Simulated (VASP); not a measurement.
# Ni (P6/mmm) in VASP: further runs, part 2 of 2

VASP 6.6.1.

## Step 5: Single point, LDA, collinear spin, ferromagnetic start

Input file INCAR:

```
SYSTEM = Ni
PREC     = Accurate       ! precision mode
ENCUT    = 590            ! plane-wave cutoff, eV
EDIFF    = 1E-6           ! SCF threshold, eV
ISMEAR   = -1             ! smearing method
SIGMA    = 0.1            ! smearing width, eV
LREAL    = .FALSE.        ! projectors in reciprocal space
LASPH    = .TRUE.         ! aspherical terms in the spheres
NELM     = 200            ! most SCF steps
ALGO     = Normal         ! electronic algorithm
ISIF     = 2              ! what is computed and relaxed
LWAVE    = .FALSE.        ! write WAVECAR
LCHARG   = .TRUE.         ! write CHGCAR
ISPIN    = 2              ! spin polarisation
MAGMOM   = 1              ! initial moments
LORBIT   = 11             ! projections on sites
LMAXMIX  = 4              ! l up to which the mixer works
GGA      = CA             ! functional
LELF     = .TRUE.         ! ELF
LVHAR    = .TRUE.       
NBANDS   = 19             ! bands
GGA_COMPAT= .FALSE.
```

Input file KPOINTS:

```
Automatic mesh
0
G
  21 21 20
  0 0 0
```

Input file POSCAR:

```
Ni
1.0
    2.0555641367      0.0000000000      0.0000000000
   -1.0277820683      1.7801707615      0.0000000000
    0.0000000000      0.0000000000      1.9667362822
Ni
1
Direct
    0.0000000000      0.0000000000      0.0000000000
```

Potentials or basis: VASP PAW LDA potentials, release 64 (Ni_sv_GW).

The run is started by

```
$ cat potpaw_LDA.64/Ni_sv_GW/POTCAR > POTCAR
$ mpirun -np 1 vasp_std > vasp.out
```

OUTCAR:

```text
SYSTEM = Ni
   PREC = Accurate
   ENCUT = 590
   EDIFF = 1E-6
   ISMEAR = -1
   LREAL = .FALSE.
   LASPH = .TRUE.
   NELM = 200
   ISIF = 2
   ISPIN = 2
   LORBIT = 11
   GGA = CA

 ion  position               nearest neighbor table
   1  0.000  0.000  0.000-

  LATTYP: Found a hexagonal cell.
 ALAT       =     2.0555641367
 C/A-ratio  =     0.9567866296

  Lattice vectors:

 A1 = (   2.0555641367,   0.0000000000,   0.0000000000)
 A2 = (  -1.0277820683,   1.7801707615,   0.0000000000)
 A3 = (   0.0000000000,   0.0000000000,   1.9667362822)

Analysis of symmetry for initial positions (statically):
=====================================================================
 Subroutine PRICEL returns:
 Original cell was already a primitive cell.

 Routine SETGRP: Setting up the symmetry group for a
 hexagonal supercell.

 Subroutine GETGRP returns: Found 24 space group operations
 (whereof 24 operations were pure point group operations)
 out of a pool of 24 trial point group operations.

The static configuration has the point symmetry D_6h.

Analysis of symmetry for dynamics (positions and initial velocities):
=====================================================================
 Subroutine PRICEL returns:
 Original cell was already a primitive cell.

 Routine SETGRP: Setting up the symmetry group for a
 hexagonal supercell.

 Subroutine GETGRP returns: Found 24 space group operations
 (whereof 24 operations were pure point group operations)
 out of a pool of 24 trial point group operations.

The dynamic configuration has the point symmetry D_6h.

Analysis of structural, dynamic, and magnetic symmetry:
=====================================================================
 Subroutine PRICEL returns:
 Original cell was already a primitive cell.

 Routine SETGRP: Setting up the symmetry group for a
 hexagonal supercell.

 Subroutine GETGRP returns: Found 24 space group operations
 (whereof 24 operations were pure point group operations)
 out of a pool of 24 trial point group operations.

[... 125 lines left out ...]
   AEXX    =    0.0000 exact exchange contribution
   IVDW    =     0    specifies the selected vdW correction
   LEPSILON=     F    determine dielectric tensor
   LRPA    =     F    only Hartree local field effects (RPA)
 spin polarized calculation
  energy-cutoff  :      590.00
  volume of cell :        7.20
 maximum number of plane-waves:       246
   NGX =  9   NGY =  9   NGZ =  7

 number of electron      17.9999996 magnetization      -0.0003853

 number of electron      17.9999996 magnetization       0.0002708

 Free energy of the ion-electron system (eV)
  ---------------------------------------------------
  ext. energy  EPLUGINS =         0.00000000
  ---------------------------------------------------
  free energy    TOTEN  =        -5.22531553 eV

  energy without entropy =       -5.18913309  energy(sigma->0) =       -5.20722431

 E-fermi :  13.9313     XC(G=0): -17.1838

 val. band max:       13.9292119477   @ k =   0.2381   0.0476   0.0000
 cond. band min:      13.9326364837   @ k =   0.3810   0.0000   0.3000
 fundamental gap:      0.0034245360
 Fermi energy:        13.9313357584

 spin component 1

 k-point     1 :       0.0000    0.0000    0.0000
  band No.  band energies     occupation
      1     -89.3745      1.00000
      2     -49.7271      1.00000
      3     -49.7271      1.00000
      4     -49.5598      1.00000
      5       1.7932      1.00000
      6       7.1247      1.00000
[... 517 lines left out ...]
     18      66.0360      0.00000
     19      67.4991      0.00000

 [... further k-points ...]

 spin component 2

 k-point     1 :       0.0000    0.0000    0.0000
  band No.  band energies     occupation
      1     -89.3742      1.00000
      2     -49.7268      1.00000
      3     -49.7268      1.00000
      4     -49.5595      1.00000
      5       1.7933      1.00000
      6       7.1249      1.00000
[... 517 lines left out ...]
     18      66.0360      0.00000
     19      67.4991      0.00000

 [... further k-points ...]
[... 5 lines left out ...]
  --------------------------------------------------------------------------------------
  -------------------------------------------------------------------------------------
  Total       10.2336229     10.2336229     10.2455866      0.0000000      0.0000000     -0.0000000
  in kB     2278.2488795   2278.2488795   2280.9122944      0.0000001      0.0000000     -0.0000000
  external PRESSURE =    2279.1366845 kB  Pullay stress =       0.0000000 kB

 VOLUME and BASIS-vectors are now :
 -----------------------------------------------------------------------------
  energy-cutoff  :      590.00
  volume of cell :        7.20
      direct lattice vectors                 reciprocal lattice vectors
     2.055564137  0.000000000  0.000000000     0.486484456  0.280871931  0.000000000
    -1.027782068  1.780170761  0.000000000     0.000000000  0.561743863  0.000000000
     0.000000000  0.000000000  1.966736282     0.000000000  0.000000000  0.508456578

 POSITION                                       TOTAL-FORCE (eV/Angst)
 -----------------------------------------------------------------------------------
      0.00000      0.00000      0.00000         0.000000      0.000000      0.000000
 -----------------------------------------------------------------------------------
    total drift:                               -0.000000      0.000000      0.000000

  FREE ENERGIE OF THE ION-ELECTRON SYSTEM (eV)
  ---------------------------------------------------
  free  energy   TOTEN  =        -5.2253155333 eV

  energy  without entropy=       -5.1891330932  energy(sigma->0) =       -5.20722431

 total charge

# of ion       s       p       d       f       tot
--------------------------------------------------
    1        2.378   6.615   8.068   0.028  17.089

 magnetization (x)

# of ion       s       p       d       f       tot
--------------------------------------------------
    1        0.000  -0.000   0.000   0.000   0.000
```

OSZICAR:

```text
N       E                     dE             d eps       ncg     rms          rms(c)
DAV:   1     0.164444518602E+03    0.16444E+03   -0.83390E+03 58155   0.360E+03
DAV:   2    -0.151358828665E+01   -0.16596E+03   -0.15544E+03 62116   0.831E+02
DAV:   3    -0.663174526628E+01   -0.51182E+01   -0.50773E+01 62390   0.182E+02
DAV:   4    -0.667124069174E+01   -0.39495E-01   -0.39482E-01 61994   0.917E+00
DAV:   5    -0.667159030908E+01   -0.34962E-03   -0.34959E-03 56677   0.630E-01    0.132E+01
DAV:   6    -0.555954922494E+01    0.11120E+01   -0.40793E+00 46886   0.191E+02    0.449E+00
DAV:   7    -0.527295684340E+01    0.28659E+00   -0.89250E-01 47634   0.779E+01    0.281E+00
DAV:   8    -0.522515041474E+01    0.47806E-01   -0.40311E-02 67555   0.870E+00    0.376E-01
DAV:   9    -0.522520719688E+01   -0.56782E-04   -0.76968E-04 64587   0.154E+00    0.144E-01
DAV:  10    -0.522527856852E+01   -0.71372E-04   -0.22490E-05 66960   0.294E-01    0.669E-02
DAV:  11    -0.522531196685E+01   -0.33398E-04   -0.40390E-06 58981   0.140E-01    0.222E-02
DAV:  12    -0.522531463828E+01   -0.26714E-05   -0.12887E-06 38231   0.724E-02    0.565E-03
DAV:  13    -0.522531553334E+01   -0.89507E-06   -0.89531E-07 31200   0.361E-02
   1 F= -.52253155E+01 E0= -.52072243E+01  d E =-.361824E-01  mag=     0.0001
```

Wall time 74 s (1 thread of Intel Xeon Platinum 8488C (Sapphire Rapids), shared host); peak memory 0.26 GiB.

Results:

```yaml
Free_energy: -5.2253 eV
Pressure: 227.9 GPa
Band_gap_on_the_k_mesh: zero (filled and empty bands overlap)
Net_moment: 0.00 μB per cell
Valence_electrons_inside_the_program's_atomic_spheres: Ni 17.09
```

## Step 6: Overview

| potentials or basis | cell | k mesh | cutoff (eV) | second run | gap on the mesh (eV) | pressure (GPa) | moment (μB) |
| --- | --- | --- | --- | --- | --- | --- | --- |
| VASP PAW LDA potentials, release 64 (Ni) | a = 2.056, b = 2.056, c = 1.967 Å, angles 90.0, 90.0, 120.0°, 1 atom | 21 × 21 × 20 | 520 | - | none | 228.8 | 0.00 |
| VASP PAW LDA potentials, release 64 (Ni) | a = 2.056, b = 2.056, c = 1.968 Å, angles 90.0, 90.0, 120.0°, 1 atom | 21 × 21 × 20 | 520 | - | none | 227.8 | 0.00 |
| VASP PAW LDA potentials, release 64 (Ni) | a = 3.432, b = 3.432, c = 2.049 Å, angles 90.0, 90.0, 120.0°, 3 atoms | 11 × 11 × 15 | 520 | - | none | 229.5 | 0.00 |
| VASP PAW LDA potentials, release 64 (Ni_sv_GW) | a = 2.056, b = 2.056, c = 1.967 Å, angles 90.0, 90.0, 120.0°, 1 atom | 21 × 21 × 20 | 590 | valence_matched | none | 227.9 | 0.00 |

Alike in all rows: task single point; level LDA; spin collinear, ferromagnetic start; smearing fermi-dirac 0.1 eV.

Absolute energies hang on the potentials; compare differences alone.
